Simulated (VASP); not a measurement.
A run of VASP 6.6.1:

Contents of INCAR:

```
  PREC = Accurate
  ENCUT = 500
  EDIFF = 1E-6
  ISMEAR = 0
  SIGMA = 0.02
  LREAL = False
  LASPH = True
  NELM = 120
  ALGO = Normal
  ISIF = 2
  LWAVE = False
  LCHARG = True
  GGA = PE
  LELF = True
  LVHAR = True
  NBANDS = 11
  GGA_COMPAT = False
```

KPOINTS

```
regular mesh
0
Gamma
  8 8 8
```

The input POSCAR:

```
AlAs
1.0
    0.0000000000      2.8639329861      2.8639329861
    2.8639329861      0.0000000000      2.8639329861
    2.8639329861      2.8639329861      0.0000000000
Al As
1 1
Direct
    0.0000000000      0.0000000000      0.0000000000
    0.2500000000      0.2500000000      0.2500000000
```

Potentials or basis: VASP PAW PBE potentials, release 64 (Al, As).

Command:

```sh
$ cat potpaw_PBE.64/Al/POTCAR potpaw_PBE.64/As/POTCAR > POTCAR
$ mpirun -np 1 vasp_std > vasp.out
```

Hardware: 1 thread of AMD EPYC 7R43 64-Core Processor (Zen 3) (shared host).

Problem. How long does it take, and how much memory?

Solution. It took 13 s on 1 thread of AMD EPYC 7R43 64-Core Processor (Zen 3) (shared host), peak memory 0.13 GiB. Counts: scf iterations 12, k points 29.
